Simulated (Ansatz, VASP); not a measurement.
## Two plane-wave programs on CaSe

```
CELL_PARAMETERS angstrom
0.03695 2.95600 2.95600
2.95600 0.03695 2.95600
2.99295 2.99295 0.00000
ATOMIC_POSITIONS crystal
Ca 0.00000 0.00000 0.00000
Se 0.50000 0.50000 0.50000
```

Change from the starting cell: strain +0.0250 x Voigt [0, 0, 0, 0, 0, 1], atoms carried along.

Alike in both runs: task single point; functional PBEsol; k mesh 8 × 8 × 8; occupations gaussian, width 0.05 eV; no spin polarisation.

|  | VASP | Ansatz |
| --- | --- | --- |
| version | VASP 6.6.1 | Ansatz 0.2.0 |
| potentials or method | VASP PAW PBE potentials, release 64 (Ca_sv, Se), cutoff 520 eV | scalar-relativistic, plane waves, PAW |
| valence electrons in the cell | 16 | 26 |

Ansatz gave:

* gap on the k mesh at the Fermi level (eV): 1.86
* least direct gap on the mesh (eV): 2.78
* pressure (GPa): -1.1
* traceless stress, the component that is largest in VASP (GPa): -0.68

Q: Estimate VASP's values.

A: gap on the k mesh at the Fermi level (eV): 1.85; least direct gap on the mesh (eV): 2.77; pressure (GPa): -0.9; traceless stress, the component that is largest in VASP (GPa): -0.68.

VASP's potentials were made for PBE, not for PBEsol. VASP's potentials hold 16 valence electrons a cell and Ansatz's 26, so a difference there can come from the potentials and not from the codes.
